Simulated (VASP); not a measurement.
Set up this calculation in VASP 6.6.1, as the native input.

- Task: relaxation of the atoms
- Functional: PBE
- Potentials or basis: VASP PAW PBE potentials, release 64 (Al, H)
- Cutoff: 520 eV
- k mesh: 9 × 9 × 1
- Occupations: gaussian, width 0.1 eV
- Spin: no spin polarisation
- Dipole correction: yes
- Atoms held fixed (from 0): [0, 1, 2, 3, 4, 5, 6, 7]
- Further INCAR settings: ALGO = Normal; EDIFF = 1e-07; IBRION = 2; EDIFFG = -0.025; NSW = 50
- Atoms held along some axes (from 0): atom 9 along a and b

The structure of Al9H lies in POSCAR:

```
Al9H
1.0
    2.8535431556      0.0000000000      0.0000000000
   -1.4267715778      2.4712408635      0.0000000000
    0.0000000000      0.0000000000     34.2605580981
Al H
9 1
Selective dynamics
Direct
    0.3333333333      0.6666666667      0.1167523304  F F F
    0.0000000000      0.0000000000      0.1852090274  F F F
    0.6666666667      0.3333333333      0.2536657244  F F F
    0.0000000000      0.0000000000      0.3221224214  F F F
    0.3333333333      0.6666666667      0.3899858430  F F F
    0.0000000000      0.0000000000      0.4578168584  F F F
    0.6666666667      0.3333333333      0.5268325047  F F F
    0.0000000000      0.0000000000      0.5950901730  F F F
    0.3333333333      0.6666666667      0.6643370500  T T T
    0.3333333333      0.6666666667      0.7087029356  F F T
```

One way to write it, as run:

INCAR

```
PREC = Accurate
ENCUT = 520
EDIFF = 1E-7
ISMEAR = 0
SIGMA = 0.1
LREAL = False
LASPH = True
NELM = 80
ALGO = Normal
ISIF = 2
LWAVE = False
LCHARG = False
LDIPOL = True
IDIPOL = 3
DIPOL = 0.5 0.5 0.422
GGA = PE
IBRION = 2
NSW = 50
EDIFFG = -0.025
```

KPOINTS

```
Automatic mesh
0
Gamma
  9 9 1
```

Potentials or basis: VASP PAW PBE potentials, release 64 (Al, H).

Command:

```sh
$ cat potpaw_PBE.64/Al/POTCAR potpaw_PBE.64/H/POTCAR > POTCAR
$ mpirun -np 1 vasp_std > vasp.out
```

Results of the run:

```json
{
 "Energy gained by relaxing": "5.9 meV/atom",
 "Ionic steps": "10"
}
```

Caveat: the highest band is partly filled, so the run has too few bands.

Wall time 20 min on 1 thread of Intel Xeon 8259CL, on a shared host, peak memory 0.42 GiB.
